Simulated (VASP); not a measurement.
Write the native input for VASP 6.6.1 that does the following.

* Task: single point
* Functional: HSE06
* Potentials or basis: VASP PAW PBE potentials, release 64 (Pb_d, Se)
* Cutoff: 520 eV
* k mesh: 4 × 4 × 4
* Occupations: fermi-dirac, width 0.02 eV
* Spin: no spin polarisation
* Dipole correction: no
* Grid for exact exchange (PRECFOCK): Normal
* Further INCAR settings: ALGO = Normal; EDIFF = 1e-06; NBANDS = 17
* Share of exact exchange: 0.25
* Screening parameter: 0.2079 1/Å

The system is PbSe.

```xyz
2
Lattice="0.0000 3.4275 3.4275 3.4275 0.0000 3.4275 3.4275 3.4275 0.0000" Properties=species:S:1:pos:R:3 pbc="T T T"
Pb    0.0000    0.0000    0.0000
Se    1.7138    1.7138    1.7138
```

The input as run:

POSCAR

```
PbSe
1.0
    0.0000000000      3.4275367590      3.4275367590
    3.4275367590      0.0000000000      3.4275367590
    3.4275367590      3.4275367590      0.0000000000
Pb Se
1 1
Direct
    0.0000000000      0.0000000000      0.0000000000
    0.2500000000      0.2500000000      0.2500000000
```

INCAR.step1

```
SYSTEM = PbSe
PREC     = Accurate       ! precision mode
ENCUT    = 520            ! plane-wave cutoff, eV
EDIFF    = 1E-5           ! SCF threshold, eV
ISMEAR   = -1             ! smearing method
SIGMA    = 0.02           ! smearing width, eV
LREAL    = .FALSE.        ! projectors in reciprocal space
LASPH    = .TRUE.         ! aspherical terms in the spheres
NELM     = 80             ! most SCF steps
ALGO     = Normal         ! electronic algorithm
ISIF     = 2              ! what is computed and relaxed
LWAVE    = .TRUE.         ! write WAVECAR
GGA      = PE             ! functional
NBANDS   = 17             ! bands
```

INCAR.step2

```
SYSTEM = PbSe
PREC     = Accurate       ! precision mode
ENCUT    = 520            ! plane-wave cutoff, eV
EDIFF    = 1E-6           ! SCF threshold, eV
ISMEAR   = -1             ! smearing method
SIGMA    = 0.02           ! smearing width, eV
LREAL    = .FALSE.        ! projectors in reciprocal space
LASPH    = .TRUE.         ! aspherical terms in the spheres
NELM     = 80             ! most SCF steps
ALGO     = Normal         ! electronic algorithm
ISIF     = 2              ! what is computed and relaxed
LWAVE    = .FALSE.        ! write WAVECAR
LCHARG   = .TRUE.         ! write CHGCAR
GGA      = PE             ! functional
LHFCALC  = .TRUE.         ! exact exchange
HFSCREEN = 0.2079         ! screening, 1/A
PRECFOCK = Normal       
LELF     = .TRUE.         ! ELF
LVHAR    = .TRUE.       
ISTART   = 1            
NBANDS   = 17             ! bands
```

KPOINTS

```
Automatic mesh
0
G
  4 4 4
  0 0 0
```

Potentials or basis: VASP PAW PBE potentials, release 64 (Pb_d, Se).

Command:

```console
$ cat potpaw_PBE.64/Pb_d/POTCAR potpaw_PBE.64/Se/POTCAR > POTCAR
$ cp INCAR.step1 INCAR
$ mpirun -np 1 vasp_std > vasp.out
$ cp INCAR.step2 INCAR
$ mpirun -np 1 vasp_std > vasp.out
```

Results of the run:

* Pressure: -0.1 GPa
* Band gap on the k mesh: 1.08 eV (least direct gap 1.66 eV)

Caveat: the structure was generated, so it needn't be the stable form of PbSe; the PAW data sets were made with another functional, which shifts forces and pressure a little; spin-orbit coupling is left out, which moves the levels of the heavy elements.

It took 19 min on 1 thread of AMD EPYC 7R43 64-Core Processor (Zen 3) (shared host), peak memory 0.28 GiB.
